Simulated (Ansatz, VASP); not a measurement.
**Two plane-wave programs on TaAs**

```
CELL_PARAMETERS angstrom
0.00000 2.60345 2.60345
2.60345 0.00000 2.60345
2.60345 2.60345 0.00000
ATOMIC_POSITIONS crystal
Ta 0.50000 0.50000 0.50000
As 0.00000 0.00000 0.00000
```

Alike in both runs: task relaxation of cell and atoms; functional PBEsol; k mesh 14 × 14 × 14; occupations gaussian, width 0.1 eV; no spin polarisation.

|  | VASP | Ansatz |
| --- | --- | --- |
| version | VASP 6.6.1 | Ansatz 0.2.0 |
| potentials or method | VASP PAW PBE potentials, release 64 (Ta_pv, As), cutoff 600 eV | scalar-relativistic, plane waves, PAW |
| valence electrons in the cell | 16 | 28 |

|  | VASP | Ansatz | Ansatz less VASP |
| --- | --- | --- | --- |
| gap on the k mesh at the Fermi level, each at its own relaxed structure (eV) | none | none | - |
| relaxed volume (Å³/atom) | 17.69 | 17.63 | -0.067 |
| relaxed cell length with the largest relative difference (Å) | 3.685 | 3.681 | -0.0046 |

VASP's potentials were made for PBE, not for PBEsol. A gap of «none» marks a metal or a gap that the smearing closes. VASP's potentials hold 16 valence electrons a cell and Ansatz's 28, so a difference there can come from the potentials and not from the codes.

Spin-orbit coupling is off throughout. Noted on VASP's run: too few bands were computed for a metal, which touches its energy and stress.
